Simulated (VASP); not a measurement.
Here is a VASP 6.6.1 calculation.

Contents of INCAR:

```
  PREC = Accurate
  ENCUT = 520
  EDIFF = 1E-8
  ISMEAR = -1
  SIGMA = 0.05
  LREAL = False
  LASPH = True
  NELM = 100
  ALGO = Normal
  ISIF = 2
  LWAVE = False
  LCHARG = False
  LEFG = True
  NBANDS = 11
```

Contents of KPOINTS:

```
Automatic mesh
0
Gamma
  16 16 16
```

Contents of POSCAR:

```
SiC
1.0
    0.0000000000      2.1740000000      2.1740000000
    2.1740000000      0.0000000000      2.1740000000
    2.1740000000      2.1740000000      0.0000000000
Si C
1 1
Direct
    0.0000000000      0.0000000000      0.0000000000
    0.7500000000      0.7500000000      0.7500000000
```

Potentials or basis: VASP PAW LDA potentials, release 64 (Si, C).

Run with:

```bash
$ cat potpaw_LDA.64/Si/POTCAR potpaw_LDA.64/C/POTCAR > POTCAR
$ mpirun -np 1 vasp_std > vasp.out
```

(1) What does it give for the pressure?

(2) What does it give for the band gap on the k mesh?

## Answers

(1) -2.5 GPa.

(2) 1.30 eV (least direct gap 4.51 eV).
